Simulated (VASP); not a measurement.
Here is a VASP 6.6.1 calculation.

Contents of INCAR:

```
ALGO = Normal ; EDIFF = 1E-6
ENCUT = 520 ; GGA = PE
ISIF = 2 ; ISMEAR = 0
LASPH = True ; LCHARG = True
LELF = True ; LREAL = False
LVHAR = True ; LWAVE = False
NBANDS = 21 ; NELM = 100
PREC = Accurate ; SIGMA = 0.012
```

File KPOINTS:

```
k-points
0
Gamma
  7 7 7
```

The input POSCAR:

```
Sn
1.0
    0.0000000000      3.2333428000      3.2333428000
    3.2333428000      0.0000000000      3.2333428000
    3.2333428000      3.2333428000      0.0000000000
Sn
2
Direct
    0.7500000000      0.7500000000      0.7500000000
    0.5000000000      0.5000000000      0.5000000000
```

Potentials or basis: VASP PAW PBE potentials, release 64 (Sn_d).

Command:

```sh
$ cat potpaw_PBE.64/Sn_d/POTCAR > POTCAR
$ mpirun -np 1 vasp_std > vasp.out
```

(1) What does it give for the band gap on the k mesh?

(2) Predict the pressure.

Results:

(1) zero (band 14 reaches 5.84 eV, above the bottom of band 15 at 5.80 eV).

(2) 3.8 GPa.

Caveat: spin-orbit coupling is left out, which moves the levels of the heavy elements.
